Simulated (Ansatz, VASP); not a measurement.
C in VASP and in Ansatz

```
CELL_PARAMETERS angstrom
2.50984 0.00000 0.00000
-1.25492 2.17359 0.00000
0.00000 0.00000 8.28025
ATOMIC_POSITIONS crystal
C 0.00000 0.00000 0.00081
C 0.33333 0.66667 0.24925
C 0.00000 0.00000 0.50081
C 0.66667 0.33333 0.74925
C 0.00000 0.00000 0.18669
C 0.33333 0.66667 0.43825
C 0.00000 0.00000 0.68669
C 0.66667 0.33333 0.93825
```

Alike in both runs: task single point; functional r2SCAN; k mesh 9 × 9 × 4; no spin polarisation.

```csv
,VASP,Ansatz
version,VASP 6.6.1,Ansatz 0.2.0
potentials or method,"VASP PAW PBE potentials, release 64 (C)","plane waves, PAW"
plane-wave cutoff (eV),520,500
occupations,"gaussian, width 0.01 eV",fixed
valence electrons in the cell,32,32
```

Ansatz gave:

| Quantity | Value |
| --- | --- |
| gap on the k mesh at the Fermi level (eV) | 4.82 |
| pressure (GPa) | 0.0 |

**Question.** Which values does VASP return?

**Answer.** gap on the k mesh at the Fermi level (eV): 4.80; pressure (GPa): 1.1.

VASP's potentials were made for PBE, not for r2SCAN.
